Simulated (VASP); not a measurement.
# Si3C2 (Pmm2) in VASP: a series of runs

Si3C2 is run at these levels: PBE; tasks: single point, relaxation of cell and atoms.

Everything below comes from runs of VASP 6.6.1. Logs are shortened: lines on timing, memory, paths and dates and some standing lists are left out, and cuts for length are marked.

## Step 1: The cell of the first run

The structure is orthorhombic, space group Pmm2 (No. 25). Conventional cell: a = 2.735 Å, b = 2.808 Å, c = 6.887 Å, α = 90.00°, β = 90.00°, γ = 90.00°. Within 2.9 Å of Si (site symmetry mm2) lie 2 C at 1.93 Å and 7 Si at 2.45 to 2.81 Å. Within 2.9 Å of Si (site symmetry mm2) lie 4 C at 2.00 Å and 7 Si at 2.45 to 2.81 Å. Within 2.9 Å of Si (site symmetry mm2) lie 6 C at 2.13 to 2.28 Å and 8 Si at 2.61 to 2.81 Å. Within 2.9 Å of C (site symmetry mm2) lie 6 Si at 2.00 to 2.28 Å and 4 C at 2.74 to 2.81 Å. C (site symmetry mm2) has 6 Si at 1.93 to 2.13 Å within 2.6 Å.

The cell was built from a structure type or drawn by symmetry, and may not be a known phase.

## Step 2: Single point, PBE, collinear spin

INCAR

```
PREC = Accurate
ENCUT = 520
EDIFF = 1E-6
ISMEAR = 0
SIGMA = 0.1
LREAL = False
LASPH = True
NELM = 150
ALGO = Normal
ISIF = 2
LWAVE = False
LCHARG = False
ISPIN = 2
MAGMOM = 0 0 0 1 1
LORBIT = 11
GGA = PE
NBANDS = 22
```

KPOINTS

```
Automatic mesh
0
Gamma
  6 6 4
```

POSCAR

```
Si3C2
1.0
    2.7351988919      0.0000000000      0.0000000000
    0.0000000000      2.8083326090      0.0000000000
    0.0000000000      0.0000000000      6.8865088680
Si C
3 2
Direct
    0.0000000000      0.5000000000      0.2845419655
    0.0000000000      0.5000000000      0.9293189673
    0.0000000000      0.0000000000      0.6048234939
    0.5000000000      0.0000000000      0.8705979918
    0.5000000000      0.5000000000      0.4827175915
```

Potentials or basis: VASP PAW PBE potentials, release 64 (Si, C).

On the command line:

```bash
$ cat potpaw_PBE.64/Si/POTCAR potpaw_PBE.64/C/POTCAR > POTCAR
$ mpirun -np 1 vasp_std > vasp.out
```

OUTCAR:

```text
PREC = Accurate
   ENCUT = 520
   EDIFF = 1E-6
   ISMEAR = 0
   LREAL = False
   LASPH = True
   NELM = 150
   ISIF = 2
   ISPIN = 2
   LORBIT = 11
   GGA = PE

 ion  position               nearest neighbor table
   1  0.000  0.500  0.285-   5 1.93   5 1.93   2 2.45   3 2.61   3 2.61
   2  0.000  0.500  0.929-   4 2.00   4 2.00   4 2.00   4 2.00   1 2.45   3 2.64   3 2.64
   3  0.000  0.000  0.605-   5 2.13   5 2.13   5 2.13   5 2.13   4 2.28   4 2.28   1 2.61   1 2.61
                             2 2.64   2 2.64
   4  0.500  0.000  0.871-   2 2.00   2 2.00   2 2.00   2 2.00   3 2.28   3 2.28
   5  0.500  0.500  0.483-   1 1.93   1 1.93   3 2.13   3 2.13   3 2.13   3 2.13

  LATTYP: Found a simple orthorhombic cell.
 ALAT       =     2.7351988919
 B/A-ratio  =     1.0267379887
 C/A-ratio  =     2.5177360551

  Lattice vectors:

 A1 = (   2.7351988919,   0.0000000000,   0.0000000000)
 A2 = (   0.0000000000,   2.8083326090,   0.0000000000)
 A3 = (   0.0000000000,   0.0000000000,   6.8865088680)

Analysis of symmetry for initial positions (statically):
=====================================================================
 Subroutine PRICEL returns:
 Original cell was already a primitive cell.

 Routine SETGRP: Setting up the symmetry group for a
 simple orthorhombic supercell.

 Subroutine GETGRP returns: Found  4 space group operations
 (whereof  4 operations were pure point group operations)
 out of a pool of  8 trial point group operations.

The static configuration has the point symmetry C_2v.

Analysis of symmetry for dynamics (positions and initial velocities):
=====================================================================
 Subroutine PRICEL returns:
 Original cell was already a primitive cell.

 Routine SETGRP: Setting up the symmetry group for a
 simple orthorhombic supercell.

 Subroutine GETGRP returns: Found  4 space group operations
 (whereof  4 operations were pure point group operations)
 out of a pool of  8 trial point group operations.

The dynamic configuration has the point symmetry C_2v.

Analysis of structural, dynamic, and magnetic symmetry:
=====================================================================
 Subroutine PRICEL returns:
 Original cell was already a primitive cell.

 Routine SETGRP: Setting up the symmetry group for a
 simple orthorhombic supercell.

 Subroutine GETGRP returns: Found  4 space group operations
 (whereof  4 operations were pure point group operations)
 out of a pool of  8 trial point group operations.

The overall configuration has the point symmetry C_2v.

 Subroutine INISYM returns: Found  4 space group operations
 (whereof  4 operations are pure point group operations),
 and found     1 'primitive' translations

----------------------------------------------------------------------------------------

                                     Primitive cell

  volume of cell :      52.8977

  direct lattice vectors                    reciprocal lattice vectors
     2.735198892  0.000000000  0.000000000     0.365604126  0.000000000  0.000000000
     0.000000000  2.808332609  0.000000000     0.000000000  0.356083178  0.000000000
     0.000000000  0.000000000  6.886508868     0.000000000  0.000000000  0.145211459

  length of vectors
     2.735198892  2.808332609  6.886508868     0.365604126  0.356083178  0.145211459

  position of ions in fractional coordinates (direct lattice)
     0.000000000  0.500000000  0.284541965
     0.000000000  0.500000000  0.929318967
     0.000000000  0.000000000  0.604823494
     0.500000000  0.000000000  0.870597992
     0.500000000  0.500000000  0.482717591

  ion indices of the primitive-cell ions
   primitive index   ion index
                 1           1
                 2           2
                 3           3
                 4           4
                 5           5

[... 27 lines left out ...]
            Coordinates               Weight
  0.000000  0.000000  0.000000      1.000000
  0.166667  0.000000  0.000000      2.000000
  0.333333  0.000000  0.000000      2.000000
  0.500000  0.000000  0.000000      1.000000
  0.000000  0.166667  0.000000      2.000000
  0.166667  0.166667  0.000000      4.000000
[... 16 lines left out ...]
  0.333333  0.166667  0.250000      8.000000
  0.500000  0.166667  0.250000      4.000000
 [... further k-points ...]
   k-points           NKPTS =     48   k-points in BZ     NKDIM =     48   number of bands    NBANDS=     22
   number of dos      NEDOS =    301   number of ions     NIONS =      5
   total plane-waves  NPLWV =  25920
   dimension x,y,z NGX =    20 NGY =   24 NGZ =   54
   dimension x,y,z NGXF=    40 NGYF=   48 NGZF=  108
   ions per type =               3   2
   NGX,Y,Z   is equivalent  to a cutoff of  12.16, 14.21, 13.04 a.u.
   NGXF,Y,Z  is equivalent  to a cutoff of  24.31, 28.41, 26.07 a.u.
 SYSTEM =  unknown system
   PREC   = accura    normal or accurate (medium, high low for compatibility)
   ISTART =      0    job   : 0-new  1-cont  2-samecut
   ICHARG =      2    charge: 1-file 2-atom 10-const
   ISPIN  =      2    spin polarized calculation?
   LNONCOLLINEAR =      F non collinear calculations
   LSORBIT =      F    spin-orbit coupling
   LASPH  =      T    aspherical Exc in radial PAW
   ENCUT  =  520.0 eV  38.22 Ry    6.18 a.u.   5.09  5.22 12.80*2*pi/ulx,y,z
   NELM   =    150;   NELMIN=  2; NELMDL= -5     # of ELM steps
   EDIFF  = 0.1E-05   stopping-criterion for ELM
   LREAL  =      F    real-space projection
   EDIFFG = 0.1E-04   stopping-criterion for IOM
   NSW    =      0    number of steps for IOM
   IBRION =     -1    ionic relax: 0-MD 1-quasi-New 2-CG
   NFREE  =      0    steps in history (QN), initial steepest desc. (CG)
   ISIF   =      2    stress and relaxation
   ISYM   =      2    0-nonsym 1-usesym 2-fastsym
   POTIM  = 0.5000    time-step for ionic-motion
   TEBEG  =    0.0;   TEEND  =   0.0 temperature during run
   PSTRESS=    0.0 pullay stress
   NELECT =      20.0000    total number of electrons
   NUPDOWN=      -1.0000    fix difference up-down
   EMIN   =  10.00;   EMAX   =-10.00  energy-range for DOS
   EFERMI =   0.00;   METHOD = LEGACY
   ISMEAR =     0;   SIGMA  =   0.10  broadening in eV -4-tet -1-fermi 0-gaus
   EFERMI_NEDOS =   21; number of points for ismear=-14 and -15
   IALGO  =     38    algorithm
   IMIX   =      4    mixing-type and parameters
     AMIX     =   0.40;   BMIX     =  1.00
     AMIX_MAG =   1.60;   BMIX_MAG =  1.00
  volume/ion in A,a.u.               =      10.58        71.39
  Fermi-wavevector in a.u.,A,eV,Ry     =   1.183784  2.237028 19.066466  1.401346
  Thomas-Fermi vector in A             =   2.320012
   LORBIT       =     11    0 simple, 1 ext, 2 COOP (PROOUT), +10 PAW based schemes
   GGA     = PE    functional components
   LHFCALC =     F    Hartree Fock is set to
   AEXX    =    0.0000 exact exchange contribution
   IVDW    =     0    specifies the selected vdW correction
   LEPSILON=     F    determine dielectric tensor
   LRPA    =     F    only Hartree local field effects (RPA)
 spin polarized calculation
 Gauss-broadening in eV      SIGMA  =   0.10
  energy-cutoff  :      520.00
  volume of cell :       52.90
 maximum number of plane-waves:      1444
   NGX = 11   NGY = 11   NGZ = 25

 number of electron      20.0000001 magnetization      -0.0021371

 number of electron      20.0000001 magnetization       0.0009751

 Free energy of the ion-electron system (eV)
  ---------------------------------------------------
  ext. energy  EPLUGINS =         0.00000000
  ---------------------------------------------------
  free energy    TOTEN  =       -30.58173835 eV

  energy without entropy =      -30.57799808  energy(sigma->0) =      -30.57986822

 E-fermi :   9.9768     XC(G=0): -11.6878

 val. band max:        9.8779883185   @ k =   0.3333   0.1667   0.2500
 cond. band min:       9.9943216844   @ k =   0.0000   0.5000   0.0000
 fundamental gap:      0.1163333659
 Fermi energy:         9.9768150697

 spin component 1

 k-point     1 :       0.0000    0.0000    0.0000
  band No.  band energies     occupation
      1      -6.9865      1.00000
      2      -5.1731      1.00000
      3      -1.2389      1.00000
      4       5.0479      1.00000
      5       5.3278      1.00000
      6       7.6345      1.00000
[... 589 lines left out ...]
     21      21.1043      0.00000
     22      21.6875      0.00000

 [... further k-points ...]

 spin component 2

 k-point     1 :       0.0000    0.0000    0.0000
  band No.  band energies     occupation
      1      -6.9861      1.00000
      2      -5.1728      1.00000
      3      -1.2386      1.00000
      4       5.0481      1.00000
      5       5.3281      1.00000
      6       7.6347      1.00000
[... 589 lines left out ...]
     21      21.1046      0.00000
     22      21.6879      0.00000

 [... further k-points ...]

------------------------ aborting loop because EDIFF is reached ----------------------------------------

  FORCE on cell =-STRESS in cart. coord.  units (eV):
  Direction    XX          YY          ZZ          XY          YZ          ZX
  --------------------------------------------------------------------------------------
  -------------------------------------------------------------------------------------
  Total       -0.0130074     -0.0702822      0.0989358      0.0000000      0.0000000      0.0000000
  in kB       -0.3939721     -2.1287238      2.9965897      0.0000000      0.0000000      0.0000000
  external PRESSURE =       0.1579646 kB  Pullay stress =       0.0000000 kB

 VOLUME and BASIS-vectors are now :
 -----------------------------------------------------------------------------
  energy-cutoff  :      520.00
  volume of cell :       52.90
      direct lattice vectors                 reciprocal lattice vectors
     2.735198892  0.000000000  0.000000000     0.365604126  0.000000000  0.000000000
     0.000000000  2.808332609  0.000000000     0.000000000  0.356083178  0.000000000
     0.000000000  0.000000000  6.886508868     0.000000000  0.000000000  0.145211459

 POSITION                                       TOTAL-FORCE (eV/Angst)
 -----------------------------------------------------------------------------------
      0.00000      1.40417      1.95950         0.000000      0.000000     -0.013455
      0.00000      1.40417      6.39976         0.000000      0.000000      0.010394
      0.00000      0.00000      4.16512         0.000000      0.000000      0.000788
      1.36760      0.00000      5.99538         0.000000      0.000000      0.002868
      1.36760      1.40417      3.32424         0.000000      0.000000     -0.000596
 -----------------------------------------------------------------------------------
    total drift:                                0.000000     -0.000000     -0.000492

  FREE ENERGIE OF THE ION-ELECTRON SYSTEM (eV)
  ---------------------------------------------------
  free  energy   TOTEN  =       -30.5817383550 eV

  energy  without entropy=      -30.5779980833  energy(sigma->0) =      -30.57986822

 total charge

# of ion       s       p       d       tot
------------------------------------------
    1        0.759   0.880   0.000   1.639
    2        0.710   0.842   0.000   1.552
    3        0.725   0.736   0.000   1.461
    4        0.865   1.563   0.000   2.428
    5        0.863   1.572   0.000   2.436
--------------------------------------------------
tot          3.922   5.594   0.000   9.515

 magnetization (x)

# of ion       s       p       d       tot
------------------------------------------
    1       -0.000  -0.000   0.000  -0.000
    2       -0.000  -0.000   0.000  -0.000
    3        0.000   0.000   0.000   0.000
    4        0.000   0.000   0.000   0.000
    5       -0.000  -0.000   0.000  -0.000
--------------------------------------------------
tot          0.000   0.000   0.000   0.000
```

Run time: 2.6 min. Hardware: 1 thread of Intel Xeon 8259CL, shared host; peak memory 0.22 GiB.

What came out:

```yaml
Free_energy: -30.5817 eV
Pressure: 0.0 GPa
Largest_force: 0.013 eV/Å
Band_gap_on_the_k_mesh: zero (filled and empty bands overlap)
Net_moment: 0.00 μB per cell
Valence_electrons_inside_the_program's_atomic_spheres: Si 1.64, 1.55, 1.46; C 2.43, 2.44
```

Forces on the atoms (eV/Å):
```
Si   0.000  0.000 -0.013
Si   0.000  0.000  0.010
Si   0.000  0.000  0.001
C    0.000  0.000  0.003
C    0.000  0.000 -0.001
```

Caveat: the k points lie up to 0.38 Å⁻¹ apart, too coarse for converged energies and pressures of a metal.

## Step 3: Relaxation of cell and atoms, PBE

This run uses another cell than the first one, of 15.45 Å³/atom.

INCAR

```
SYSTEM = Si3C2
  ALGO = Normal
  EDIFF = 1E-6
  EDIFFG = -0.04
  ENCUT = 600
  GGA = PE
  IBRION = 2
  ISIF = 3
  ISMEAR = 0
  LASPH = .True.
  LCHARG = .False.
  LREAL = .False.
  LWAVE = .False.
  NELM = 100
  NSW = 90
  PREC = Accurate
  SIGMA = 0.1
```

KPOINTS

```
k-points
0
Gamma
  6 6 4
  0 0 0
```

POSCAR

```
Si3C2
1.0
    3.5178069800      0.0000000000      0.0000000000
    0.0000000000      3.5687469000      0.0000000000
    0.0000000000      0.0000000000      6.1523580900
Si C
3 2
Direct
    0.5000000000      0.0000000000      0.8141968300
    0.5000000000      0.0000000000      0.1564339700
    0.0000000000      0.0000000000      0.3588921400
    0.0000000000      0.5000000000      0.0034513000
    0.5000000000      0.5000000000      0.4950257500
```

Potentials or basis: VASP PAW PBE potentials, release 64 (Si, C).

On the command line:

```bash
$ cat potpaw_PBE.64/Si/POTCAR potpaw_PBE.64/C/POTCAR > POTCAR
$ mpirun -np 1 vasp_std > vasp.out
```

Wall time 20 min (1 thread of Intel Xeon 8259CL, shared host); peak memory 0.24 GiB.

It converged, with:

```yaml
Free_energy: -30.5947 eV
Relaxed_volume: 10.57 Å³/atom
Relaxed_cell: a = 2.806 Å, b = 2.734 Å, c = 6.893 Å, α = 90.00°, β = 90.00°, γ = 90.00°
Space_group_after_relaxing_to_0.1_Å: Pmm2 (No. 25)
Energy_gained_by_relaxing: 1547.2 meV/atom
Ionic_steps: 33
Pressure_after_relaxing: 0.1 GPa
Largest_force_after_relaxing: 0.031 eV/Å
Band_gap_on_the_k_mesh: zero (bands 10 and 11 overlap by 4.08 eV)
```

Forces on the atoms (eV/Å):
```
Si   0.000  0.000 -0.031
Si   0.000  0.000  0.024
Si   0.000  0.000  0.004
C    0.000  0.000  0.016
C    0.000  0.000 -0.014
```

Stress tensor (GPa, compression positive):
```
 0.00  0.00  0.00
 0.00  0.22  0.00
 0.00  0.00 -0.03
```

The path:
```
step  energy change (eV)  largest force (eV/Å)  pressure (GPa)  volume (Å³)
   1              0.0000                4.2568           -7.81        77.24
   2             -2.4748                2.6026          -14.50        68.64
   3             -3.6988                2.8328           -8.44        60.16
   4             -5.2137                3.4076           15.32        50.21
   5             -5.2210                2.9156           12.45        50.81
   6             -6.0167                4.6451           18.85        49.48
   7             -6.0236                4.5775           18.07        49.58
   8             -6.7977                1.0881           -0.89        53.73
   9             -6.7990                1.0860           -1.43        53.92
  10             -6.9048                1.1049           -0.57        53.70
  11             -6.9199                1.0728            0.08        53.59
  12             -6.9999                1.1047            1.21        53.51
  13             -7.1959                1.1977            4.73        53.28
  14             -7.2267                3.1309           10.51        52.82
  15             -7.2906                1.7677            7.70        53.06
  16             -7.3289                1.7604            6.83        53.29
  17             -7.4235                1.7051            4.14        54.00
  18             -7.4969                1.5157           -1.12        55.43
  19             -7.5380                1.2914           -1.55        55.37
  20             -7.5998                0.7149           -2.62        55.21
  21             -7.6016                0.7626           -2.78        55.18
  22             -7.6332                0.7048           -1.82        54.64
  23             -7.6867                0.5566            1.31        53.06
  24             -7.6901                0.4952            2.58        52.50
  25             -7.7115                0.3899            1.25        52.77
  26             -7.7201                0.3120            0.01        53.08
  27             -7.7259                0.2073           -0.14        53.11
  28             -7.7303                0.1341           -0.36        53.15
  29             -7.7341                0.1059            0.00        52.99
  30             -7.7347                0.0946            0.24        52.90
  31             -7.7355                0.0578           -0.32        52.98
  32             -7.7355                0.0454           -0.21        52.96
  33             -7.7358                0.0305            0.06        52.87
```

Final structure:
```
Si C
1.0
     2.80579    0.00000    0.00000
     0.00000    2.73378    0.00000
     0.00000    0.00000    6.89275
Si C
3 2
Cartesian
  1.4029 0.0000 4.9344
  1.4029 0.0000 0.4847
  0.0000 0.0000 2.7265
  0.0000 1.3669 0.8868
  1.4029 1.3669 3.5676
```

Levels at points of the mesh, in eV from the Fermi level:
| k point | band 6 | band 7 | band 8 | band 9 | band 10 | band 11 | band 12 | band 13 | band 14 |
| --- | --- | --- | --- | --- | --- | --- | --- | --- | --- |
| (0.00, 0.00, 0.00) | -2.32 | -2.19 | -1.40 | -1.19 | 1.87 | 2.65 | 4.45 | 5.08 | 6.25 |
| (0.50, 0.00, 0.00) | -5.81 | -2.39 | -0.91 | -0.74 | 0.03 | 0.83 | 2.68 | 6.32 | 6.82 |
| (0.00, 0.50, 0.00) | -6.69 | -1.73 | -0.29 | -0.17 | 0.54 | 0.74 | 0.77 | 4.96 | 6.28 |
| (0.50, 0.50, 0.00) | -6.35 | -4.51 | -4.50 | -3.95 | -2.97 | -1.60 | -1.26 | 2.83 | 4.22 |
| (0.00, 0.00, 0.50) | -2.15 | -1.50 | -1.27 | -1.02 | 1.24 | 2.43 | 3.54 | 4.68 | 6.73 |
| (0.50, 0.00, 0.50) | -4.57 | -4.57 | -3.10 | -0.74 | 0.03 | 3.51 | 5.13 | 5.54 | 6.21 |
| (0.00, 0.50, 0.50) | -5.03 | -3.66 | -3.46 | -0.14 | 0.51 | 2.76 | 4.33 | 5.19 | 6.25 |
| (0.50, 0.50, 0.50) | -6.44 | -5.15 | -4.82 | -3.54 | -1.30 | -1.21 | 0.32 | 1.00 | 1.61 |

Caveat: the volume moved by over 15 % at a fixed basis, so the end points are rough.

[end of part 1 of 2]
